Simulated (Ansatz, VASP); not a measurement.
## One calculation of W, two programs

File INCAR:

```
PREC = Accurate ; ENCUT = 520
EDIFF = 1E-8 ; ISMEAR = -1
SIGMA = 0.05 ; LREAL = False
LASPH = True ; NELM = 80
ALGO = Normal ; ISIF = 2
LWAVE = False ; LCHARG = False
GGA = CA ; LEFG = True
NBANDS = 13
```

KPOINTS

```
regular mesh
0
Gamma
  14 14 14
```

Contents of POSCAR:

```
W
1.0
   -0.0609000000      1.9995500000      1.9995500000
    1.9995500000     -0.0609000000      1.9995500000
    1.9995500000      1.9995500000     -0.0609000000
W
1
Direct
    0.0000000000      0.0000000000      0.0000000000
```

Input for Ansatz:

```yaml
crystal:
  lattice:
    - [-0.0609, 1.99955, 1.99955]
    - [1.99955, -0.0609, 1.99955]
    - [1.99955, 1.99955, -0.0609]
  atoms:
    - { symbol: W, position: [0.0, 0.0, 0.0] }
kpoints:
  mp_grid: { grid: [14, 14, 14] }
scf:
  occupations: { method: fermi_dirac, width: 0.05 }
hamiltonian:
  xc: lda
  pseudopotentials: { kind: all_electron, datasets: crystal }
output:
  forces: true
  stress: true
  eigenvalues: true
  efg: { contact_densities: true }
```

Change from the starting cell: equal xy, yz and zx shear strains of -3 %, crystal datasets.

Alike in both runs: task electric field gradients; functional LDA; k mesh 14 × 14 × 14; occupations fermi-dirac, width 0.05 eV; no spin polarisation.

|  | VASP | Ansatz |
| --- | --- | --- |
| version | VASP 6.6.1 | Ansatz 0.2.0 |
| potentials or method | VASP PAW LDA potentials, release 64 (W_sv), cutoff 520 eV | all-electron PAW with datasets made for the crystal, scalar-relativistic |

Ansatz gave:

* pressure (GPa): -17.1
* traceless stress, the component that is largest in VASP (GPa): -3.08
* size of Vzz on the site where it differs most (V/Å²): 34.4

Q: Estimate VASP's values.

A: Pressure (GPa): -15.8; traceless stress, the component that is largest in VASP (GPa): -3.02; size of Vzz on the site where it differs most (V/Å²): 28.1.

LDA's correlation is that of Perdew and Zunger in VASP and of Perdew and Wang (1992) in Ansatz. Ansatz ran all-electron here, and VASP with PAW potentials.

Neither program's run includes spin-orbit coupling.
